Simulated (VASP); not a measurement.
A run of VASP 6.6.1 is set up as follows.

The input INCAR:

```
PREC = Accurate
ENCUT = 520
EDIFF = 1E-7
ISMEAR = 0
SIGMA = 0.1
LREAL = F
LASPH = T
NELM = 100
ALGO = Normal
ISIF = 2
LWAVE = F
LCHARG = F
LDIPOL = T
IDIPOL = 3
DIPOL = 0.5 0.5 0.500
GGA = CA
NBANDS = 59
```

KPOINTS

```
Automatic mesh
0
Gamma
  9 9 1
```

The input POSCAR:

```
Bi2Se3
1.0
    4.1035372200      0.0000000000      0.0000000000
   -2.0517686100      3.5537674779      0.0000000000
    0.0000000000      0.0000000000     31.2368028829
Se Bi
6 4
Direct
    0.0000000000      0.0000000000      0.2408064512
    0.6666666667      0.3333333333      0.3509780622
    0.3333333333      0.6666666667      0.4618106460
    0.6666666667      0.3333333333      0.5381890857
    0.3333333333      0.6666666667      0.6490233490
    0.0000000000      0.0000000000      0.7591938277
    0.3333333333      0.6666666667      0.2901103415
    0.0000000000      0.0000000000      0.4117032899
    0.0000000000      0.0000000000      0.5882956206
    0.6666666667      0.3333333333      0.7098893262
```

Potentials or basis: VASP PAW LDA potentials, release 64 (Se, Bi_d).

The run is started by

```sh
$ cat potpaw_LDA.64/Se/POTCAR potpaw_LDA.64/Bi_d/POTCAR > POTCAR
$ mpirun -np 1 vasp_std > vasp.out
```

(1) What does it give for the largest force?

(2) Estimate the band gap on the k mesh.

Results:

(1) 0.035 eV/Å.

(2) 0.41 eV.

Caveat: spin-orbit coupling is left out, which moves the levels of the heavy elements.
